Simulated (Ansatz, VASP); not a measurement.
This is a calculation of Pd for Ansatz 0.2.0.

input.yaml

```yaml
crystal:
  lattice:
    - [-1.5401846266, 1.5401846266, 1.5401846266]
    - [1.5401846266, -1.5401846266, 1.5401846266]
    - [1.5401846266, 1.5401846266, -1.5401846266]
  atoms:
    - { symbol: Pd, position: [0.0, 0.0, 0.0] }
hamiltonian:
  xc: r2scan
  pseudopotentials: { kind: paw }
kpoints:
  mp_grid: { grid: [12, 12, 12] }
scf:
  occupations: { method: fermi_dirac, width: 0.05 }
output:
  forces: true
  stress: true
  eigenvalues: true
```

Potentials or basis: Ansatz PAW.

The run is started by

```bash
$ ansatz run input.yaml --threads 2 --pin off --max-ram 5632MiB --backend cpu --events-out ev --progress --plain --runs-dir out
```

Q: Translate it to VASP 6.6.1. Potentials there: VASP PAW PBE potentials, release 64 (Pd).

A: As run (the cutoff follows the program's own potentials):

POSCAR

```
Pd
1.0
   -1.5401846266      1.5401846266      1.5401846266
    1.5401846266     -1.5401846266      1.5401846266
    1.5401846266      1.5401846266     -1.5401846266
Pd
1
Direct
    0.0000000000      0.0000000000      0.0000000000
```

INCAR.step1

```
SYSTEM = Pd
ALGO = Normal
EDIFF = 1E-4
ENCUT = 520
GGA = PE
ISMEAR = -1
LASPH = .TRUE.
LCHARG = .FALSE.
LREAL = .FALSE.
LWAVE = .TRUE.
NBANDS = 11
NELM = 80
PREC = Accurate
SIGMA = 0.05
```

INCAR.step2

```
SYSTEM = Pd
ALGO = Normal
EDIFF = 1E-6
ENCUT = 520
ISIF = 2
ISMEAR = -1
ISTART = 1
LASPH = .TRUE.
LCHARG = .FALSE.
LMIXTAU = .TRUE.
LREAL = .FALSE.
LWAVE = .FALSE.
METAGGA = R2SCAN
NBANDS = 11
NELM = 80
PREC = Accurate
SIGMA = 0.05
```

Contents of KPOINTS:

```
k-points
0
G
  12 12 12
  0 0 0
```

Potentials or basis: VASP PAW PBE potentials, release 64 (Pd).

Command:

```sh
$ cat potpaw_PBE.64/Pd/POTCAR > POTCAR
$ cp INCAR.step1 INCAR
$ mpirun -np 1 vasp_std > vasp.out
$ cp INCAR.step2 INCAR
$ mpirun -np 1 vasp_std > vasp.out
```

Both were run:

|  | VASP | Ansatz | Ansatz less VASP |
| --- | --- | --- | --- |
| gap on the k mesh at the Fermi level (eV) | none | none | - |
| pressure (GPa) | 6.2 | 5.4 | -0.75 |

VASP's potentials were made for PBE, not for r2SCAN. A gap of «none» marks a metal or a gap that the smearing closes. VASP's potentials hold 10 valence electrons a cell and Ansatz's 18, so a difference there can come from the potentials and not from the codes.
